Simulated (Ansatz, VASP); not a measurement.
TaSiO4 in VASP and in Ansatz

```
Ta Si O
1.0
     5.42474    0.00000    0.00000
     0.00000    5.42474    0.00000
     0.00000    0.00000    3.02531
Ta Si O
1 1 4
Direct
  0.00000 0.00000 0.50000
  0.50000 0.50000 0.00000
  0.65112 0.00000 0.50000
  0.34888 0.00000 0.50000
  0.00000 0.65112 0.50000
  0.00000 0.34888 0.50000
```

Alike in both runs: functional PBE; k mesh 4 × 4 × 6; occupations gaussian, width 0.1 eV; no spin polarisation.

Ansatz relaxed the structure, and its values are those at the end. VASP's run is a single point on that final structure, the one shown.

|  | VASP | Ansatz |
| --- | --- | --- |
| version | VASP 6.6.1 | Ansatz 0.2.0 |
| potentials or method | VASP PAW PBE potentials, release 64 (Ta_sv_GW, Si, O), cutoff 600 eV | scalar-relativistic, plane waves, PAW |
| valence electrons in the cell | 41 | 41 |

VASP gave:

```
gap on the k mesh at the Fermi level (eV) : none
pressure (GPa)                            : 0.2
rms of the force components (eV/Å)        : 0.043
```

Task: What did Ansatz give for the same quantities?

Result: gap on the k mesh at the Fermi level (eV): none; pressure (GPa): 0.2; rms of the force components (eV/Å): 0.001.

A gap of «none» marks a metal or a gap that the smearing closes.

Spin-orbit coupling is off throughout.
